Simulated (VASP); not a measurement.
Set up this calculation in VASP 6.6.1, as the native input.

```
Task                   : relaxation of cell and atoms
Functional             : LDA
Potentials or basis    : VASP PAW LDA potentials, release 64 (Ag)
Cutoff                 : 600 eV
k mesh                 : 18 × 18 × 18
Occupations            : gaussian, width 0.1 eV
Spin                   : no spin polarisation
Dipole correction      : no
Further INCAR settings : ALGO = Fast; EDIFF = 1e-06; IBRION = 2; EDIFFG = -0.005; NSW = 100; ISIF = 3
```

The structure of Ag lies in POSCAR:

```
Ag
1.0
   -1.5918570669      1.5918570669      1.5918570669
    1.5918570669     -1.5918570669      1.5918570669
    1.5918570669      1.5918570669     -1.5918570669
Ag
1
Direct
    0.0000000000      0.0000000000      0.0000000000
```

These files were run (other wordings do the same):

INCAR

```
PREC     = Accurate       # precision mode
ENCUT    = 600            # plane-wave cutoff, eV
EDIFF    = 1E-6           # SCF threshold, eV
ISMEAR   = 0              # smearing method
SIGMA    = 0.1            # smearing width, eV
LREAL    = False          # projectors in reciprocal space
LASPH    = True           # aspherical terms in the spheres
NELM     = 80             # most SCF steps
ALGO     = Fast           # electronic algorithm
ISIF     = 3              # what is computed and relaxed
LWAVE    = False          # write WAVECAR
LCHARG   = False          # write CHGCAR
IBRION   = 2              # ionic algorithm
NSW      = 100            # ionic steps
EDIFFG   = -0.005         # ionic threshold
```

KPOINTS

```
Automatic mesh
0
Gamma
  18 18 18
```

Potentials or basis: VASP PAW LDA potentials, release 64 (Ag).

Launch:

```bash
$ cat potpaw_LDA.64/Ag/POTCAR > POTCAR
$ mpirun -np 1 vasp_std > vasp.out
```

It gave:

```json
{
  "Relaxed volume": "16.12 Å³/atom",
  "Relaxed cell": "a = 2.756 Å, b = 2.756 Å, c = 2.756 Å, α = 109.47°, β = 109.47°, γ = 109.47°",
  "Space group after relaxing (to 0.05 Å)": "Im-3m (No. 229)",
  "Energy gained by relaxing": "0.0 meV/atom",
  "Ionic steps": "20",
  "Pressure after relaxing": "0.0 GPa"
}
```

Run time: 3 min on 1 thread of Intel Xeon 8259CL, on a shared host, peak memory 0.17 GiB.
